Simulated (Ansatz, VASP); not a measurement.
## Nb: VASP beside Ansatz

INCAR

```
PREC = Accurate ; ENCUT = 600
EDIFF = 1E-6 ; ISMEAR = -1
SIGMA = 0.15 ; LREAL = False
LASPH = True ; NELM = 60
ALGO = Normal ; ISIF = 3
LWAVE = False ; LCHARG = False
IBRION = 2 ; NSW = 80
EDIFFG = -0.001
```

File KPOINTS:

```
Automatic mesh
0
Gamma
  18 18 18
```

Contents of POSCAR:

```
Nb
1.0
   -1.6234717769      1.6234717769      1.6234717769
    1.6234717769     -1.6234717769      1.6234717769
    1.6234717769      1.6234717769     -1.6234717769
Nb
1
Direct
    0.0000000000      0.0000000000      0.0000000000
```

Input for Ansatz:

```yaml
crystal:
  lattice:
    - [-1.6234717769, 1.6234717769, 1.6234717769]
    - [1.6234717769, -1.6234717769, 1.6234717769]
    - [1.6234717769, 1.6234717769, -1.6234717769]
  atoms:
    - { symbol: Nb, position: [0.0, 0.0, 0.0] }
basis:
  ecutwfc: 420
kpoints:
  mp_grid: { grid: [18, 18, 18] }
hamiltonian:
  xc: lda
  pseudopotentials: { kind: paw, azcp: { folder: soft_1 } }
scf:
  occupations: { method: fermi_dirac, width: 0.15 }
output:
  forces: true
  stress: true
  eigenvalues: true
relax:
  adjacent_minimum: "off"
  f_tol: 0.001
  max_steps: 60
  cell: { stress_tol: 0.01 }
```

Alike in both runs: task relaxation of cell and atoms; functional LDA; k mesh 18 × 18 × 18; occupations fermi-dirac, width 0.15 eV; no spin polarisation.

|  | VASP | Ansatz |
| --- | --- | --- |
| version | VASP 6.6.1 | Ansatz 0.2.0 |
| potentials or method | VASP PAW LDA potentials, release 64 (Nb_sv), cutoff 600 eV | scalar-relativistic, plane waves, PAW |
| valence electrons in the cell | 13 | 13 |

|  | VASP | Ansatz | Ansatz less VASP |
| --- | --- | --- | --- |
| gap on the k mesh at the Fermi level, each at its own relaxed structure (eV) | none | none | - |
| relaxed volume (Å³/atom) | 17.16 | 17.17 | +0.008 |
| relaxed cell length with the largest relative difference (Å) | 2.815 | 2.815 | +0.0004 |

Ansatz warns that its potentials were made for another functional, while VASP's fit it. LDA's correlation is that of Perdew and Zunger in VASP and of Perdew and Wang (1992) in Ansatz. A gap of «none» marks a metal or a gap that the smearing closes.
